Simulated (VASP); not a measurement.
A run of VASP 6.6.1 is set up as follows.

The input INCAR:

```
SYSTEM = La2O3
  ALGO = Normal
  EDIFF = 1E-6
  ENCUT = 520
  GGA = CA
  ISIF = 2
  ISMEAR = 0
  LASPH = .True.
  LCHARG = .False.
  LREAL = .False.
  LWAVE = .False.
  NBANDS = 28
  NELM = 80
  PREC = Accurate
  SIGMA = 0.01
```

File KPOINTS:

```
k-points
0
Gamma
  6 6 4
  0 0 0
```

The input POSCAR:

```
La2O3
1.0
    3.9438371591      0.0000000000      0.0000000000
   -1.9719185795      3.4154625615      0.0000000000
    0.0000000000      0.0000000000      6.1322596442
La O
2 3
Direct
    0.6666666667      0.3333333333      0.7537640000
    0.3333333333      0.6666666667      0.2462360000
    0.6666666667      0.3333333333      0.3541090000
    0.3333333333      0.6666666667      0.6458910000
    0.0000000000      0.0000000000      0.0000000000
```

Potentials or basis: VASP PAW LDA potentials, release 64 (La, O).

Launch:

```sh
$ cat potpaw_LDA.64/La/POTCAR potpaw_LDA.64/O/POTCAR > POTCAR
$ mpirun -np 1 vasp_std > vasp.out
```

Predict the largest force.

0.232 eV/Å.

Estimate the band gap on the k mesh.

3.72 eV (least direct gap 3.82 eV).

Estimate the pressure.

-7.6 GPa.

Forces on the atoms (eV/Å):
```
La   0.000  0.000 -0.232
La   0.000  0.000  0.232
O    0.000  0.000  0.004
O    0.000  0.000 -0.004
O    0.000  0.000  0.000
```

Caveat: the cell stands under tension; spin-orbit coupling is left out, which moves the levels of the heavy elements. A k mesh can miss the band edges.
